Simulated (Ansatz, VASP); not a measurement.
## One calculation of NiMoIrPdW, two programs

```
Ni Mo Pd Ir W
1.0
     2.76616    0.00000    0.00000
    -1.38308    2.39557    0.00000
     0.00000    0.00000   11.02292
Ni Mo Pd Ir W
1 1 1 1 1
Cartesian
  0.0000 1.5971 6.5820
  0.0000 0.0000 4.5276
  1.3831 0.7985 8.7654
  1.3831 0.7985 2.2002
  0.0000 1.5971 10.9936
```

Alike in both runs: functional PBE; k mesh 7 × 7 × 2; occupations fermi-dirac, width 0.05 eV; collinear spin.

|  | VASP | Ansatz |
| --- | --- | --- |
| version | VASP 6.6.1 | Ansatz 0.2.0 |
| potentials or method | VASP PAW PBE potentials, release 64 (Ni, Mo_sv, Pd, Ir, W_sv), cutoff 520 eV | all-electron LAPW, scalar-relativistic |
| task | single point | band structure |

|  | VASP | Ansatz | Ansatz less VASP |
| --- | --- | --- | --- |
| gap on the k mesh at the Fermi level (eV) | none | none | - |
| pressure (GPa) | 0.5 | 0.3 | -0.18 |
| traceless stress, the component that is largest in VASP (GPa) | -0.65 | -0.65 | +0.002 |
| rms of the force components (eV/Å) | 0.075 | 0.072 | -0.0030 |
| net moment per atom (μB) | 0.00 | 0.03 | +0.022 |
| size of the moment on the site where the two differ most (μB) | 0.01 | 0.09 | +0.078 |

Site moments also hang on the region over which each program counts them. Atom by atom the forces differ by 0.009 eV/Å (rms over components). A gap of «none» marks a metal or a gap that the smearing closes. Ansatz ran all-electron here, and VASP with PAW potentials.

The k mesh is coarse, so the values compare programs but aren't converged. Spin-orbit coupling is off throughout. Noted on Ansatz's run: the k mesh is thin for a metal, which can move the energy by tens of meV per atom.
